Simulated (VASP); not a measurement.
# PbS (Fm-3m) in VASP: a series of runs

The runs below take PbS through G0W0 quasiparticle levels, with PBE.

All numbers are computed with VASP 6.6.1; they aren't measurements. Logs are shortened: lines on timing, memory, paths and dates and some standing lists are left out, and cuts for length are marked.

### Step 1. The cell of the first run

Symmetry: Fm-3m, No. 225, cubic system. Conventional cell: a = 5.974 Å, b = 5.974 Å, c = 5.974 Å, α = 90.00°, β = 90.00°, γ = 90.00°. Pb (site symmetry m-3m) has 6 S at 2.99 Å within 3.9 Å. Within 3.9 Å of S (site symmetry m-3m) lie 6 Pb at 2.99 Å.

### Step 2. G0W0 quasiparticle levels, PBE

POSCAR reads:

```
PbS
1.0
    0.0000000000      2.9872326629      2.9872326629
    2.9872326629      0.0000000000      2.9872326629
    2.9872326629      2.9872326629      0.0000000000
Pb S
1 1
Direct
    0.0000000000      0.0000000000      0.0000000000
    0.5000000000      0.5000000000      0.5000000000
```

INCAR.step1 reads:

```
SYSTEM = PbS
ALGO = Normal
EDIFF = 1E-8
ENCUT = 500
GGA = PE
ISMEAR = 0
LASPH = .TRUE.
LCHARG = .FALSE.
LREAL = .FALSE.
LWAVE = .TRUE.
NELM = 80
PREC = Accurate
SIGMA = 0.01
```

INCAR.step2 reads:

```
SYSTEM = PbS
ALGO = Exact
EDIFF = 1E-8
ENCUT = 500
GGA = PE
ISMEAR = 0
ISTART = 1
LASPH = .TRUE.
LCHARG = .FALSE.
LOPTICS = .TRUE.
LREAL = .FALSE.
LWAVE = .TRUE.
NBANDS = 97
NELM = 1
PREC = Accurate
SIGMA = 0.01
```

INCAR.step3 reads:

```
SYSTEM = PbS
ALGO = EVGW0
EDIFF = 1E-8
ENCUT = 500
ENCUTGW = 80.0
GGA = PE
ISMEAR = 0
ISTART = 1
LASPH = .TRUE.
LCHARG = .FALSE.
LREAL = .FALSE.
LWAVE = .FALSE.
NBANDS = 97
NBANDSGW = 19
NELMGW = 1
NOMEGA = 96
OMEGAMAX = 20
PREC = Accurate
PRECFOCK = Fast
SIGMA = 0.01
```

KPOINTS reads:

```
k-points
0
G
  4 4 4
  0 0 0
```

Potentials or basis: VASP PAW PBE potentials, release 64 (Pb_d_GW, S_GW).

Run with:

```sh
$ cat potpaw_PBE.64/Pb_d_GW/POTCAR potpaw_PBE.64/S_GW/POTCAR > POTCAR
$ cp INCAR.step1 INCAR
$ mpirun -np 1 vasp_std > vasp.out
$ cp INCAR.step2 INCAR
$ mpirun -np 1 vasp_std > vasp.out
$ cp INCAR.step3 INCAR
$ mpirun -np 1 vasp_std > vasp.out
```

OUTCAR:

```text
SYSTEM = PbS
   EDIFF = 1E-8
   ENCUT = 500
   ENCUTGW = 80.0
   GGA = PE
   ISMEAR = 0
   ISTART = 1
   LASPH = .TRUE.
   LREAL = .FALSE.
   NELMGW = 1
   PREC = Accurate
   PRECFOCK = Fast

 ion  position               nearest neighbor table
   1  0.000  0.000  0.000-
   2  0.500  0.500  0.500-

  LATTYP: Found a face centered cubic cell.
 ALAT       =     5.9744653258

  Lattice vectors:

 A1 = (   0.0000000000,   2.9872326629,   2.9872326629)
 A2 = (   2.9872326629,   0.0000000000,   2.9872326629)
 A3 = (   2.9872326629,   2.9872326629,   0.0000000000)

Analysis of symmetry for initial positions (statically):
=====================================================================
 Subroutine PRICEL returns:
 Original cell was already a primitive cell.

 Routine SETGRP: Setting up the symmetry group for a
 face centered cubic supercell.

 Subroutine GETGRP returns: Found 48 space group operations
 (whereof 48 operations were pure point group operations)
 out of a pool of 48 trial point group operations.

The static configuration has the point symmetry O_h .

Analysis of symmetry for dynamics (positions and initial velocities):
=====================================================================
 Subroutine PRICEL returns:
 Original cell was already a primitive cell.

 Routine SETGRP: Setting up the symmetry group for a
 face centered cubic supercell.

 Subroutine GETGRP returns: Found 48 space group operations
 (whereof 48 operations were pure point group operations)
 out of a pool of 48 trial point group operations.

The dynamic configuration has the point symmetry O_h .

 Subroutine INISYM returns: Found 48 space group operations
 (whereof 48 operations are pure point group operations),
 and found     1 'primitive' translations

----------------------------------------------------------------------------------------

                                     Primitive cell

  volume of cell :      53.3135

  direct lattice vectors                    reciprocal lattice vectors
     0.000000000  2.987232663  2.987232663    -0.167378995  0.167378995  0.167378995
     2.987232663  0.000000000  2.987232663     0.167378995 -0.167378995  0.167378995
     2.987232663  2.987232663  0.000000000     0.167378995  0.167378995 -0.167378995

[... 39 lines left out ...]
            Coordinates               Weight
  0.000000  0.000000  0.000000      1.000000
  0.250000  0.000000  0.000000      8.000000
  0.500000  0.000000  0.000000      4.000000
  0.250000  0.250000  0.000000      6.000000
  0.500000  0.250000  0.000000     24.000000
 -0.250000  0.250000  0.000000     12.000000
  0.500000  0.500000  0.000000      3.000000
 -0.250000  0.500000  0.250000      6.000000
   k-points           NKPTS =      8   k-points in BZ     NKDIM =     64   number of bands    NBANDS=     97
   number of dos      NEDOS =    301   number of ions     NIONS =      2
   total plane-waves  NPLWV =  32768
   dimension x,y,z NGX =    32 NGY =   32 NGZ =   32
   dimension x,y,z NGXF=    64 NGYF=   64 NGZF=   64
   ions per type =               1   1
   NGX,Y,Z   is equivalent  to a cutoff of  12.59, 12.59, 12.59 a.u.
   NGXF,Y,Z  is equivalent  to a cutoff of  25.19, 25.19, 25.19 a.u.
 SYSTEM =  PbS
   PREC   = accura    normal or accurate (medium, high low for compatibility)
   ISTART =      1    job   : 0-new  1-cont  2-samecut
   ICHARG =      0    charge: 1-file 2-atom 10-const
   ISPIN  =      1    spin polarized calculation?
   LNONCOLLINEAR =      F non collinear calculations
   LSORBIT =      F    spin-orbit coupling
   LASPH  =      T    aspherical Exc in radial PAW
   ENCUT  =  500.0 eV  36.75 Ry    6.06 a.u.   7.70  7.70  7.70*2*pi/ulx,y,z
   NELM   =     60;   NELMIN=  2; NELMDL=  0     # of ELM steps
   EDIFF  = 0.1E-07   stopping-criterion for ELM
   LREAL  =      F    real-space projection
   EDIFFG = 0.1E-06   stopping-criterion for IOM
   NSW    =      0    number of steps for IOM
   IBRION =     -1    ionic relax: 0-MD 1-quasi-New 2-CG
   NFREE  =      0    steps in history (QN), initial steepest desc. (CG)
   ISIF   =      0    stress and relaxation
   ISYM   =      3    0-nonsym 1-usesym 2-fastsym
   POTIM  = 0.5000    time-step for ionic-motion
   TEBEG  =    0.0;   TEEND  =   0.0 temperature during run
   PSTRESS=    0.0 pullay stress
   NELECT =      22.0000    total number of electrons
   NUPDOWN=      -1.0000    fix difference up-down
   EMIN   =  10.00;   EMAX   =-10.00  energy-range for DOS
   EFERMI =   0.00;   METHOD = LEGACY
   ISMEAR =     0;   SIGMA  =   0.01  broadening in eV -4-tet -1-fermi 0-gaus
   EFERMI_NEDOS =   21; number of points for ismear=-14 and -15
   IALGO  =     38    algorithm
   IMIX   =      4    mixing-type and parameters
     AMIX     =   0.40;   BMIX     =  1.00
     AMIX_MAG =   1.60;   BMIX_MAG =  1.00
  volume/ion in A,a.u.               =      26.66       179.89
  Fermi-wavevector in a.u.,A,eV,Ry     =   1.218812  2.303220 20.211487  1.485502
  Thomas-Fermi vector in A             =   2.354086
   LORBIT       =      0    0 simple, 1 ext, 2 COOP (PROOUT), +10 PAW based schemes
   GGA     = PE    functional components
   LHFCALC =     T    Hartree Fock is set to
   PRECFOCK=fast      Normal, Fast or Accurate (Low or Medium for compatibility)
   ENCUT4O =  -1.0   cutoff for four orbital integrals eV
   NKREDX  =     1    reduce k-point grid by
   NKREDY  =     1    reduce k-point grid by
   NKREDZ  =     1    reduce k-point grid by
   AEXX    =    1.0000 exact exchange contribution
   HFSCREEN=    0.0000 screening length (either q_TF or 0.3 A-1)
   HFSCREENC=   0.0000 screening length for correlation (either q_TF or 0.3 A-1)
   ENCUTFOCK=  -1.0 apply spherical cutoff to Coloumb kernel
   IVDW    =     0    specifies the selected vdW correction
   LEPSILON=     F    determine dielectric tensor
   LRPA    =     F    only Hartree local field effects (RPA)
   LRPAFORCE           =     F    calculate RPA forces
   ENCUTGW             =  80.0    cutoff for response function in eV
   ENCUTGWSOFT         =  64.0    soft cutoff for Coulomb kernel in GW response function in eV
   ENCUTLF             =  -1.0    cutoff for local field effects
   NELMGW              =     1    number of iterations in solving QP/BSE equation
   NELMHF              =     1    number of iterations in the inner HF iteration
   NKREDLFX            =     1    NKREDLFY  =   1   NKREDLFZ  =   1
 non-spin polarized calculation
 Gauss-broadening in eV      SIGMA  =   0.01
  energy-cutoff  :      500.00
  volume of cell :       53.31
 maximum number of plane-waves:      1363
 NGX is ok and might be reduce to    32
  NGX = 18; NGY = 18; NGZ = 18
   NGX = 15   NGY = 15   NGZ = 15
 maximum number of plane-waves:        92
 NGX is ok and might be reduce to    14

 QP shifts <psi_nk| G(iteration)W_0 |psi_nk>: iteration 1
 for sc-GW calculations column KS-energies equals QP-energies in previous step
 and V_xc(KS)=  KS-energies - (<T + V_ion + V_H > + <T+V_H+V_ion>^1  + <V_x>^1)

 k-point   1 :       0.0000    0.0000    0.0000
  band No.  KS-energies  QP-energies   sigma(KS)   V_xc(KS)     V^pw_x(r,r')   Z            occupation Imag(sigma)

      1    -135.8808    -158.7528     -28.4587       5.4447     -36.1677       0.6746       2.0000       0.1584
      2     -13.2055     -20.1033     -19.8782      -9.8437     -25.2272       0.6874       2.0000       0.1670
      3     -13.2055     -20.1033     -19.8782      -9.8437     -25.2272       0.6874       2.0000       0.1670
      4     -13.2055     -20.1033     -19.8782      -9.8437     -25.2272       0.6874       2.0000       0.1670
      5     -13.1885     -20.1089     -19.9154      -9.8819     -25.3337       0.6897       2.0000       0.2076
      6     -13.1885     -20.1089     -19.9154      -9.8819     -25.3337       0.6897       2.0000       0.2076
[... 159 lines left out ...]
      5     -13.1869     -20.1185     -19.9159      -9.8882     -25.3499       0.6912       2.0000       0.2301
      6     -13.1490     -20.1636     -19.9556      -9.8585     -25.2997       0.6947       2.0000       0.1693
[... 11 lines left out ...]
     18      15.6501      15.9730     -10.1424     -10.5785      -4.1733       0.7403       0.0000      -0.5289
     19      16.2137      16.4100     -10.8204     -11.0630      -4.9789       0.8088       0.0000      -0.7243
```

OUTCAR.step1:

```text
SYSTEM = PbS
   EDIFF = 1E-8
   ENCUT = 500
   GGA = PE
   ISMEAR = 0
   LASPH = .TRUE.
   LREAL = .FALSE.
[... 346 lines left out ...]
      0.00000      0.00000      0.00000        -0.000000     -0.000000     -0.000000
      2.98723      2.98723      2.98723         0.000000      0.000000      0.000000
 -----------------------------------------------------------------------------------
    total drift:                                0.000000     -0.000000     -0.000000

  FREE ENERGIE OF THE ION-ELECTRON SYSTEM (eV)
  ---------------------------------------------------
  free  energy   TOTEN  =        -8.7486162437 eV

  energy  without entropy=       -8.7486162437  energy(sigma->0) =       -8.74861624
```

Wall time 4.7 min (1 thread of Intel Xeon Platinum 8375C at 2.90GHz (Ice Lake), shared host); peak memory 0.56 GiB.

What came out:

```
Quasiparticle gap                                   : 0.62 eV
Least direct quasiparticle gap                      : 0.62 eV
Band gap of the starting levels on the mesh         : 0.44 eV
Least direct gap of the starting levels on the mesh : 0.44 eV
```

Caveat: the k points lie up to 0.46 Å⁻¹ apart; bands, screening cutoff and mesh are small and nothing is extrapolated, so the quasiparticle values aren't converged; spin-orbit coupling is left out, which moves the levels of the heavy elements.

### Step 3. G0W0 quasiparticle levels, PBE

POSCAR is that of step 2.

INCAR.step1 reads:

```
SYSTEM = PbS
PREC = Accurate
ENCUT = 500
EDIFF = 1E-8
ISMEAR = 0
SIGMA = 0.01
LREAL = .False.
LASPH = .True.
NELM = 60
ALGO = Normal
LWAVE = .True.
LCHARG = .False.
GGA = PE
```

INCAR.step2 reads:

```
SYSTEM = PbS
PREC = Accurate
ENCUT = 500
EDIFF = 1E-8
ISMEAR = 0
SIGMA = 0.01
LREAL = .False.
LASPH = .True.
NELM = 1
ALGO = Exact
LWAVE = .True.
LCHARG = .False.
GGA = PE
NBANDS = 97
LOPTICS = .True.
ISTART = 1
```

INCAR.step3 reads:

```
SYSTEM = PbS
PREC = Accurate
ENCUT = 500
EDIFF = 1E-8
ISMEAR = 0
SIGMA = 0.01
LREAL = .False.
LASPH = .True.
ALGO = EVGW0
LWAVE = .False.
LCHARG = .False.
GGA = PE
NELMGW = 1
NBANDS = 97
ENCUTGW = 80.0
NOMEGA = 96
PRECFOCK = Fast
ISTART = 1
NBANDSGW = 19
OMEGAMAX = 20
```

KPOINTS reads:

```
Automatic mesh
0
Gamma
  6 6 6
  0 0 0
```

Potentials or basis: VASP PAW PBE potentials, release 64 (Pb_d_GW, S_GW).

Run with:

```sh
$ cat potpaw_PBE.64/Pb_d_GW/POTCAR potpaw_PBE.64/S_GW/POTCAR > POTCAR
$ cp INCAR.step1 INCAR
$ mpirun -np 1 vasp_std > vasp.out
$ cp INCAR.step2 INCAR
$ mpirun -np 1 vasp_std > vasp.out
$ cp INCAR.step3 INCAR
$ mpirun -np 1 vasp_std > vasp.out
```

OUTCAR:

```text
SYSTEM = PbS
   PREC = Accurate
   ENCUT = 500
   EDIFF = 1E-8
   ISMEAR = 0
   LREAL = .False.
   LASPH = .True.
   GGA = PE
   NELMGW = 1
   ENCUTGW = 80.0
   PRECFOCK = Fast
   ISTART = 1

 ion  position               nearest neighbor table
   1  0.000  0.000  0.000-
   2  0.500  0.500  0.500-

  LATTYP: Found a face centered cubic cell.
 ALAT       =     5.9744653258

  Lattice vectors:

 A1 = (   0.0000000000,   2.9872326629,   2.9872326629)
 A2 = (   2.9872326629,   0.0000000000,   2.9872326629)
 A3 = (   2.9872326629,   2.9872326629,   0.0000000000)

Analysis of symmetry for initial positions (statically):
=====================================================================
 Subroutine PRICEL returns:
 Original cell was already a primitive cell.

 Routine SETGRP: Setting up the symmetry group for a
 face centered cubic supercell.

 Subroutine GETGRP returns: Found 48 space group operations
 (whereof 48 operations were pure point group operations)
 out of a pool of 48 trial point group operations.

The static configuration has the point symmetry O_h .

Analysis of symmetry for dynamics (positions and initial velocities):
=====================================================================
 Subroutine PRICEL returns:
 Original cell was already a primitive cell.

 Routine SETGRP: Setting up the symmetry group for a
 face centered cubic supercell.

 Subroutine GETGRP returns: Found 48 space group operations
 (whereof 48 operations were pure point group operations)
 out of a pool of 48 trial point group operations.

The dynamic configuration has the point symmetry O_h .

 Subroutine INISYM returns: Found 48 space group operations
 (whereof 48 operations are pure point group operations),
 and found     1 'primitive' translations

[... 79 lines left out ...]
   ISPIN  =      1    spin polarized calculation?
   LNONCOLLINEAR =      F non collinear calculations
   LSORBIT =      F    spin-orbit coupling
   LASPH  =      T    aspherical Exc in radial PAW
   ENCUT  =  500.0 eV  36.75 Ry    6.06 a.u.   7.70  7.70  7.70*2*pi/ulx,y,z
   NELM   =     60;   NELMIN=  2; NELMDL=  0     # of ELM steps
   EDIFF  = 0.1E-07   stopping-criterion for ELM
   LREAL  =      F    real-space projection
   EDIFFG = 0.1E-06   stopping-criterion for IOM
   NSW    =      0    number of steps for IOM
   IBRION =     -1    ionic relax: 0-MD 1-quasi-New 2-CG
   NFREE  =      0    steps in history (QN), initial steepest desc. (CG)
   ISIF   =      0    stress and relaxation
   ISYM   =      3    0-nonsym 1-usesym 2-fastsym
   POTIM  = 0.5000    time-step for ionic-motion
   TEBEG  =    0.0;   TEEND  =   0.0 temperature during run
   PSTRESS=    0.0 pullay stress
   NELECT =      22.0000    total number of electrons
   NUPDOWN=      -1.0000    fix difference up-down
   EMIN   =  10.00;   EMAX   =-10.00  energy-range for DOS
   EFERMI =   0.00;   METHOD = LEGACY
   ISMEAR =     0;   SIGMA  =   0.01  broadening in eV -4-tet -1-fermi 0-gaus
   EFERMI_NEDOS =   21; number of points for ismear=-14 and -15
   IALGO  =     38    algorithm
   IMIX   =      4    mixing-type and parameters
     AMIX     =   0.40;   BMIX     =  1.00
     AMIX_MAG =   1.60;   BMIX_MAG =  1.00
  volume/ion in A,a.u.               =      26.66       179.89
  Fermi-wavevector in a.u.,A,eV,Ry     =   1.218812  2.303220 20.211487  1.485502
  Thomas-Fermi vector in A             =   2.354086
   LORBIT       =      0    0 simple, 1 ext, 2 COOP (PROOUT), +10 PAW based schemes
   GGA     = PE    functional components
   LHFCALC =     T    Hartree Fock is set to
   PRECFOCK=fast      Normal, Fast or Accurate (Low or Medium for compatibility)
   ENCUT4O =  -1.0   cutoff for four orbital integrals eV
   NKREDX  =     1    reduce k-point grid by
   NKREDY  =     1    reduce k-point grid by
   NKREDZ  =     1    reduce k-point grid by
   AEXX    =    1.0000 exact exchange contribution
   HFSCREEN=    0.0000 screening length (either q_TF or 0.3 A-1)
   HFSCREENC=   0.0000 screening length for correlation (either q_TF or 0.3 A-1)
   ENCUTFOCK=  -1.0 apply spherical cutoff to Coloumb kernel
   IVDW    =     0    specifies the selected vdW correction
   LEPSILON=     F    determine dielectric tensor
   LRPA    =     F    only Hartree local field effects (RPA)
   LRPAFORCE           =     F    calculate RPA forces
   ENCUTGW             =  80.0    cutoff for response function in eV
   ENCUTGWSOFT         =  64.0    soft cutoff for Coulomb kernel in GW response function in eV
   ENCUTLF             =  -1.0    cutoff for local field effects
   NELMGW              =     1    number of iterations in solving QP/BSE equation
   NELMHF              =     1    number of iterations in the inner HF iteration
   NKREDLFX            =     1    NKREDLFY  =   1   NKREDLFZ  =   1
 non-spin polarized calculation
 Gauss-broadening in eV      SIGMA  =   0.01
  energy-cutoff  :      500.00
  volume of cell :       53.31
 maximum number of plane-waves:      1363
  NGX = 18; NGY = 18; NGZ = 18
   NGX = 15   NGY = 15   NGZ = 15
 maximum number of plane-waves:        92
 NGX is ok and might be reduce to    14

 QP shifts <psi_nk| G(iteration)W_0 |psi_nk>: iteration 1
 for sc-GW calculations column KS-energies equals QP-energies in previous step
 and V_xc(KS)=  KS-energies - (<T + V_ion + V_H > + <T+V_H+V_ion>^1  + <V_x>^1)

 k-point   1 :       0.0000    0.0000    0.0000
  band No.  KS-energies  QP-energies   sigma(KS)   V_xc(KS)     V^pw_x(r,r')   Z            occupation Imag(sigma)

      1    -135.8814    -159.0037     -28.5052       5.4447     -36.1638       0.6811       2.0000       0.1510
      2     -13.2048     -20.2161     -19.9218      -9.8435     -25.2200       0.6957       2.0000       0.1605
      3     -13.2048     -20.2161     -19.9218      -9.8435     -25.2200       0.6957       2.0000       0.1605
      4     -13.2048     -20.2161     -19.9218      -9.8435     -25.2200       0.6957       2.0000       0.1605
      5     -13.1876     -20.2020     -19.9565      -9.8818     -25.3278       0.6962       2.0000       0.2021
      6     -13.1876     -20.2020     -19.9565      -9.8818     -25.3278       0.6962       2.0000       0.2021
[... 343 lines left out ...]
      5     -13.1691     -20.2300     -19.9673      -9.8519     -25.2637       0.6980       2.0000       0.1614
      6     -13.1483     -20.2548     -19.9984      -9.8583     -25.2927       0.7008       2.0000       0.1620
[... 11 lines left out ...]
     18      15.6519      15.9884     -10.1123     -10.5750      -4.1744       0.7273       0.0000      -0.5162
     19      16.4880      16.7866     -10.6756     -11.0476      -4.8775       0.8025       0.0000      -0.7185
```

OUTCAR.step1:

```text
SYSTEM = PbS
   PREC = Accurate
   ENCUT = 500
   EDIFF = 1E-8
   ISMEAR = 0
   LREAL = .False.
   LASPH = .True.
[... 497 lines left out ...]
      0.00000      0.00000      0.00000         0.000000      0.000000      0.000000
      2.98723      2.98723      2.98723        -0.000000     -0.000000     -0.000000
 -----------------------------------------------------------------------------------
    total drift:                                0.000000     -0.000000     -0.000000

  FREE ENERGIE OF THE ION-ELECTRON SYSTEM (eV)
  ---------------------------------------------------
  free  energy   TOTEN  =        -8.7634635414 eV

  energy  without entropy=       -8.7634635414  energy(sigma->0) =       -8.76346354
```

It took 14 min on 1 thread of Intel Xeon 6975P-C (Granite Rapids), shared host; peak memory 0.84 GiB.

What came out:

- Quasiparticle gap: 0.67 eV
- Least direct quasiparticle gap: 0.67 eV
- Band gap of the starting levels on the mesh: 0.44 eV
- Least direct gap of the starting levels on the mesh: 0.44 eV

Caveat: bands, screening cutoff and mesh are small and nothing is extrapolated, so the quasiparticle values aren't converged; spin-orbit coupling is left out, which moves the levels of the heavy elements.
